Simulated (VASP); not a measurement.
# Ta (Im-3m) in VASP: a series of runs

Runs on Ta. Level: PBE. Tasks: single point, relaxation of cell and atoms.

Program: VASP 6.6.1. These are calculated values, not measurements. Logs are shortened: lines on timing, memory, paths and dates and some standing lists are left out, and cuts for length are marked.

## 1. The cell of the first run

It takes space group Im-3m (No. 229, cubic). Conventional cell: a = 3.303 Å, b = 3.303 Å, c = 3.303 Å, α = 90.00°, β = 90.00°, γ = 90.00°. Within 3.8 Å of Ta (site symmetry m-3m) lie 14 Ta at 2.86 to 3.30 Å.

## 2. Single point, PBE

File INCAR:

```
ALGO     = Normal         # electronic algorithm
EDIFF    = 1E-6           # SCF threshold, eV
ENCUT    = 520            # plane-wave cutoff, eV
GGA      = PE             # functional
ISIF     = 2              # what is computed and relaxed
ISMEAR   = 0              # smearing method
LASPH    = T              # aspherical terms in the spheres
LCHARG   = F              # write CHGCAR
LREAL    = F              # projectors in reciprocal space
LWAVE    = F              # write WAVECAR
NBANDS   = 12             # bands
NELM     = 100            # most SCF steps
PREC     = Accurate       # precision mode
SIGMA    = 0.1            # smearing width, eV
```

File KPOINTS:

```
k-points
0
Gamma
  8 8 8
```

File POSCAR:

```
Ta
1.0
   -1.6512800000      1.6512800000      1.6512800000
    1.6512800000     -1.6512800000      1.6512800000
    1.6512800000      1.6512800000     -1.6512800000
Ta
1
Direct
    0.0000000000      0.0000000000      0.0000000000
```

Potentials or basis: VASP PAW PBE potentials, release 64 (Ta_pv).

Started as:

```console
> cat potpaw_PBE.64/Ta_pv/POTCAR > POTCAR
> mpirun -np 1 vasp_std > vasp.out
```

OUTCAR:

```text
EDIFF = 1E-6
   ENCUT = 520
   GGA = PE
   ISIF = 2
   ISMEAR = 0
   LASPH = T
   LREAL = F
   NELM = 100
   PREC = Accurate

 ion  position               nearest neighbor table
   1  0.000  0.000  0.000-

  LATTYP: Found a body centered cubic cell.
 ALAT       =     3.3025600000

  Lattice vectors:

 A1 = (  -1.6512800000,   1.6512800000,   1.6512800000)
 A2 = (   1.6512800000,  -1.6512800000,   1.6512800000)
 A3 = (   1.6512800000,   1.6512800000,  -1.6512800000)

Analysis of symmetry for initial positions (statically):
=====================================================================
 Subroutine PRICEL returns:
 Original cell was already a primitive cell.

 Routine SETGRP: Setting up the symmetry group for a
 body centered cubic supercell.

 Subroutine GETGRP returns: Found 48 space group operations
 (whereof 48 operations were pure point group operations)
 out of a pool of 48 trial point group operations.

The static configuration has the point symmetry O_h .

Analysis of symmetry for dynamics (positions and initial velocities):
=====================================================================
 Subroutine PRICEL returns:
 Original cell was already a primitive cell.

 Routine SETGRP: Setting up the symmetry group for a
 body centered cubic supercell.

 Subroutine GETGRP returns: Found 48 space group operations
 (whereof 48 operations were pure point group operations)
 out of a pool of 48 trial point group operations.

The dynamic configuration has the point symmetry O_h .

 Subroutine INISYM returns: Found 48 space group operations
 (whereof 48 operations are pure point group operations),
 and found     1 'primitive' translations

----------------------------------------------------------------------------------------

                                     Primitive cell

  volume of cell :      18.0104

  direct lattice vectors                    reciprocal lattice vectors
    -1.651280000  1.651280000  1.651280000     0.000000000  0.302795407  0.302795407
     1.651280000 -1.651280000  1.651280000     0.302795407  0.000000000  0.302795407
     1.651280000  1.651280000 -1.651280000     0.302795407  0.302795407  0.000000000

  length of vectors
     2.860100858  2.860100858  2.860100858     0.428217371  0.428217371  0.428217371

  position of ions in fractional coordinates (direct lattice)
     0.000000000  0.000000000  0.000000000

  ion indices of the primitive-cell ions
   primitive index   ion index
                 1           1

----------------------------------------------------------------------------------------

 KPOINTS: k-points

Automatic generation of k-mesh.
 Grid dimensions read from file:
 generate k-points for:    8    8    8

 Generating k-lattice:

  Cartesian coordinates                     Fractional coordinates (reciprocal lattice)
     0.000000000  0.037849426  0.037849426     0.125000000  0.000000000  0.000000000
     0.037849426  0.000000000  0.037849426     0.000000000  0.125000000  0.000000000
     0.037849426  0.037849426  0.000000000     0.000000000  0.000000000  0.125000000

  Length of vectors
     0.053527171  0.053527171  0.053527171

  Shift w.r.t. Gamma in fractional coordinates (k-lattice)
     0.000000000  0.000000000  0.000000000

 Subroutine IBZKPT returns following result:
 ===========================================

 Found     29 irreducible k-points:

 Following reciprocal coordinates:
            Coordinates               Weight
  0.000000  0.000000  0.000000      1.000000
  0.125000  0.000000  0.000000     12.000000
  0.250000  0.000000  0.000000     12.000000
  0.375000  0.000000  0.000000     12.000000
  0.500000  0.000000  0.000000      6.000000
  0.125000  0.125000  0.000000     24.000000
[... 16 lines left out ...]
 -0.250000  0.250000  0.250000      6.000000
 -0.375000  0.375000  0.250000     24.000000
 [... further k-points ...]
   k-points           NKPTS =     29   k-points in BZ     NKDIM =     29   number of bands    NBANDS=     12
   number of dos      NEDOS =    301   number of ions     NIONS =      1
   total plane-waves  NPLWV =  13824
   dimension x,y,z NGX =    24 NGY =   24 NGZ =   24
   dimension x,y,z NGXF=    48 NGYF=   48 NGZF=   48
   ions per type =               1
   NGX,Y,Z   is equivalent  to a cutoff of  13.95, 13.95, 13.95 a.u.
   NGXF,Y,Z  is equivalent  to a cutoff of  27.90, 27.90, 27.90 a.u.
 SYSTEM =  unknown system
   PREC   = accura    normal or accurate (medium, high low for compatibility)
   ISTART =      0    job   : 0-new  1-cont  2-samecut
   ICHARG =      2    charge: 1-file 2-atom 10-const
   ISPIN  =      1    spin polarized calculation?
   LNONCOLLINEAR =      F non collinear calculations
   LSORBIT =      F    spin-orbit coupling
   LASPH  =      T    aspherical Exc in radial PAW
   ENCUT  =  520.0 eV  38.22 Ry    6.18 a.u.   5.32  5.32  5.32*2*pi/ulx,y,z
   NELM   =    100;   NELMIN=  2; NELMDL= -5     # of ELM steps
   EDIFF  = 0.1E-05   stopping-criterion for ELM
   LREAL  =      F    real-space projection
   EDIFFG = 0.1E-04   stopping-criterion for IOM
   NSW    =      0    number of steps for IOM
   IBRION =     -1    ionic relax: 0-MD 1-quasi-New 2-CG
   NFREE  =      0    steps in history (QN), initial steepest desc. (CG)
   ISIF   =      2    stress and relaxation
   ISYM   =      2    0-nonsym 1-usesym 2-fastsym
   POTIM  = 0.5000    time-step for ionic-motion
   TEBEG  =    0.0;   TEEND  =   0.0 temperature during run
   PSTRESS=    0.0 pullay stress
   NELECT =      11.0000    total number of electrons
   NUPDOWN=      -1.0000    fix difference up-down
   EMIN   =  10.00;   EMAX   =-10.00  energy-range for DOS
   EFERMI =   0.00;   METHOD = LEGACY
   ISMEAR =     0;   SIGMA  =   0.10  broadening in eV -4-tet -1-fermi 0-gaus
   EFERMI_NEDOS =   21; number of points for ismear=-14 and -15
   IALGO  =     38    algorithm
   IMIX   =      4    mixing-type and parameters
     AMIX     =   0.40;   BMIX     =  1.00
     AMIX_MAG =   1.60;   BMIX_MAG =  1.00
  volume/ion in A,a.u.               =      18.01       121.54
  Fermi-wavevector in a.u.,A,eV,Ry     =   1.388988  2.624806 26.249534  1.929286
  Thomas-Fermi vector in A             =   2.513061
   LORBIT       =      0    0 simple, 1 ext, 2 COOP (PROOUT), +10 PAW based schemes
   GGA     = PE    functional components
   LHFCALC =     F    Hartree Fock is set to
   AEXX    =    0.0000 exact exchange contribution
   IVDW    =     0    specifies the selected vdW correction
   LEPSILON=     F    determine dielectric tensor
   LRPA    =     F    only Hartree local field effects (RPA)
 non-spin polarized calculation
 Gauss-broadening in eV      SIGMA  =   0.10
  energy-cutoff  :      520.00
  volume of cell :       18.01
 maximum number of plane-waves:       496
 NGX is ok and might be reduce to    24
   NGX = 11   NGY = 11   NGZ = 11

 number of electron      11.0000002 magnetization

 Free energy of the ion-electron system (eV)
  ---------------------------------------------------
  ext. energy  EPLUGINS =         0.00000000
  ---------------------------------------------------
  free energy    TOTEN  =       -11.83598976 eV

  energy without entropy =      -11.83223569  energy(sigma->0) =      -11.83411272

 E-fermi :   5.5057     XC(G=0): -12.6131

 val. band max:        5.4085829443   @ k =   0.2500   0.0000   0.0000
 cond. band min:       5.5538800640   @ k =  -0.2500   0.2500   0.1250
 fundamental gap:      0.1452971197
 Fermi energy:         5.5056542631

 k-point     1 :       0.0000    0.0000    0.0000
  band No.  band energies     occupation
      1     -27.5542      2.00000
      2     -27.5542      2.00000
      3     -27.5542      2.00000
      4      -2.4307      2.00000
      5       6.2373      0.00000
      6       6.2373      0.00000
      7       6.2373      0.00000
      8       9.5084      0.00000
      9       9.5084      0.00000
     10      20.2269      0.00000
     11      20.4949      0.00000
     12      20.4949      0.00000

 k-point     2 :       0.1250    0.0000    0.0000
  band No.  band energies     occupation
      1     -27.7399      2.00000
      2     -27.6116      2.00000
      3     -27.5553      2.00000
      4      -1.7539      2.00000
      5       5.8149      0.00001
      6       6.0558      0.00000
      7       6.9156      0.00000
      8       8.9730      0.00000
      9       9.5212      0.00000
     10      20.2262      0.00000
     11      21.0261      0.00000
     12      21.6845      0.00000

 k-point     3 :       0.2500    0.0000    0.0000
  band No.  band energies     occupation
      1     -28.1676      2.00000
      2     -27.7477      2.00000
      3     -27.5578      2.00000
      4      -0.1356      2.00000
      5       4.9476      2.00000
      6       5.4086      1.83018
      7       8.8389      0.00000
      8       8.9237      0.00000
      9       9.6945      0.00000
     10      20.2222      0.00000
     11      20.6732      0.00000
     12      22.2561      0.00000
[... 286 lines left out ...]
 k-point    23 :      -0.2500    0.2500    0.2500
  band No.  band energies     occupation
      1     -28.1905      2.00000
      2     -27.9571      2.00000
      3     -27.9571      2.00000
      4       1.7743      2.00000
      5       4.5555      2.00000
      6       6.7586      0.00000
      7       6.7586      0.00000
      8       8.7056      0.00000
      9      10.5349      0.00000
     10      20.0956      0.00000
     11      20.2837      0.00000
     12      24.8987      0.00000

 k-point    24 :      -0.3750    0.3750    0.2500
  band No.  band energies     occupation
      1     -28.4326      2.00000
      2     -28.1003      2.00000
      3     -27.9927      2.00000
      4       2.6642      2.00000
      5       3.5138      2.00000
      6       6.7690      0.00000
      7       7.4549      0.00000
      8      10.9343      0.00000
      9      11.0284      0.00000
     10      19.4913      0.00000
     11      20.2411      0.00000
     12      21.7972      0.00000

 [... further k-points ...]
[... 5 lines left out ...]
  --------------------------------------------------------------------------------------
  -------------------------------------------------------------------------------------
  Total        0.1256973      0.1256973      0.1256973      0.0000000      0.0000000     -0.0000000
  in kB       11.1818658     11.1818658     11.1818658      0.0000000      0.0000000     -0.0000000
  external PRESSURE =      11.1818658 kB  Pullay stress =       0.0000000 kB

 VOLUME and BASIS-vectors are now :
 -----------------------------------------------------------------------------
  energy-cutoff  :      520.00
  volume of cell :       18.01
      direct lattice vectors                 reciprocal lattice vectors
    -1.651280000  1.651280000  1.651280000     0.000000000  0.302795407  0.302795407
     1.651280000 -1.651280000  1.651280000     0.302795407  0.000000000  0.302795407
     1.651280000  1.651280000 -1.651280000     0.302795407  0.302795407  0.000000000

 POSITION                                       TOTAL-FORCE (eV/Angst)
 -----------------------------------------------------------------------------------
      0.00000      0.00000      0.00000         0.000000      0.000000     -0.000000
 -----------------------------------------------------------------------------------
    total drift:                                0.000000      0.000000     -0.000000

  FREE ENERGIE OF THE ION-ELECTRON SYSTEM (eV)
  ---------------------------------------------------
  free  energy   TOTEN  =       -11.8359897605 eV

  energy  without entropy=      -11.8322356865  energy(sigma->0) =      -11.83411272
```

Run time: 2.7 s. Hardware: 1 thread of Intel Xeon 6975P-C (Granite Rapids), shared host; peak memory 0.13 GiB.

What came out:

```yaml
Free_energy: -11.8360 eV
Pressure: 1.1 GPa
```

Levels at points of the mesh, in eV from the Fermi level:
| k point | band 1 | band 2 | band 3 | band 4 | band 5 | band 6 | band 7 | band 8 | band 9 | band 10 |
| --- | --- | --- | --- | --- | --- | --- | --- | --- | --- | --- |
| (0.00, 0.00, 0.00) | -33.06 | -33.06 | -33.06 | -7.94 | 0.73 | 0.73 | 0.73 | 4.00 | 4.00 | 14.72 |
| (0.50, 0.00, 0.00) | -34.24 | -33.44 | -33.07 | -4.39 | -1.55 | 1.57 | 3.89 | 4.92 | 7.80 | 11.73 |
| (0.50, 0.50, 0.50) | -33.88 | -33.88 | -33.88 | -3.82 | -3.82 | 6.84 | 6.84 | 6.84 | 8.64 | 8.64 |

Caveat: spin-orbit coupling is left out, which moves the levels of the heavy elements.

(Continued in part 2 of 2.)
